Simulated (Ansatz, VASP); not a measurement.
AlCu5: VASP beside Ansatz

Contents of INCAR:

```
ALGO = Normal
EDIFF = 1E-7
ENCUT = 520
GGA = PE
ISIF = 2
ISMEAR = 0
LASPH = True
LCHARG = True
LELF = True
LREAL = False
LVHAR = True
LWAVE = False
NBANDS = 38
NELM = 60
PREC = Accurate
SIGMA = 0.1
```

KPOINTS

```
k-points
0
Gamma
  6 6 2
```

POSCAR

```
AlCu5
1.0
    2.6560905400      0.0000000000      0.0000000000
   -1.3280452700      2.3002418800      0.0000000000
    0.0000000000      0.0000000000     13.0121330500
Al Cu
1 5
Direct
    0.0000000000      0.0000000000      0.5000000000
    0.3333333300      0.6666666700      0.8333333300
    0.6666666700      0.3333333300      0.6666666700
    0.3333333300      0.6666666700      0.3333333300
    0.6666666700      0.3333333300      0.1666666700
    0.0000000000      0.0000000000      0.0000000000
```

Input for Ansatz:

```yaml
crystal:
  lattice:
    - [2.65609054, 0.0, 0.0]
    - [-1.32804527, 2.30024188, 0.0]
    - [0.0, 0.0, 13.01213305]
  atoms:
    - { symbol: Al, position: [0.0, 0.0, 0.5] }
    - { symbol: Cu, position: [0.33333333, 0.66666667, 0.83333333] }
    - { symbol: Cu, position: [0.66666667, 0.33333333, 0.66666667] }
    - { symbol: Cu, position: [0.33333333, 0.66666667, 0.33333333] }
    - { symbol: Cu, position: [0.66666667, 0.33333333, 0.16666667] }
    - { symbol: Cu, position: [0.0, 0.0, 0.0] }
basis:
  ecutwfc: 420
kpoints:
  mp_grid: { grid: [6, 6, 2] }
hamiltonian:
  xc: pbe
scf:
  occupations: { method: gaussian, width: 0.1 }
  lower_state_search: "off"
output:
  forces: true
  stress: true
  eigenvalues: true
```

Alike in both runs: task single point; functional PBE; k mesh 6 × 6 × 2; occupations gaussian, width 0.1 eV; no spin polarisation.

|  | VASP | Ansatz |
| --- | --- | --- |
| version | VASP 6.6.1 | Ansatz 0.2.0 |
| potentials or method | VASP PAW PBE potentials, release 64 (Al, Cu), cutoff 520 eV | scalar-relativistic, plane waves, PAW |
| valence electrons in the cell | 58 | 98 |

|  | VASP | Ansatz | Ansatz less VASP |
| --- | --- | --- | --- |
| gap on the k mesh at the Fermi level (eV) | none | none | - |
| pressure (GPa) | -5.7 | -6.1 | -0.38 |
| traceless stress, the component that is largest in VASP (GPa) | -5.48 | -5.54 | -0.058 |
| rms of the force components (eV/Å) | 0.049 | 0.048 | -0.0014 |

Atom by atom the forces differ by 0.002 eV/Å (rms over components). A gap of «none» marks a metal or a gap that the smearing closes. VASP's potentials hold 58 valence electrons a cell and Ansatz's 98, so a difference there can come from the potentials and not from the codes.

The k mesh is coarse, so the values compare programs but aren't converged.
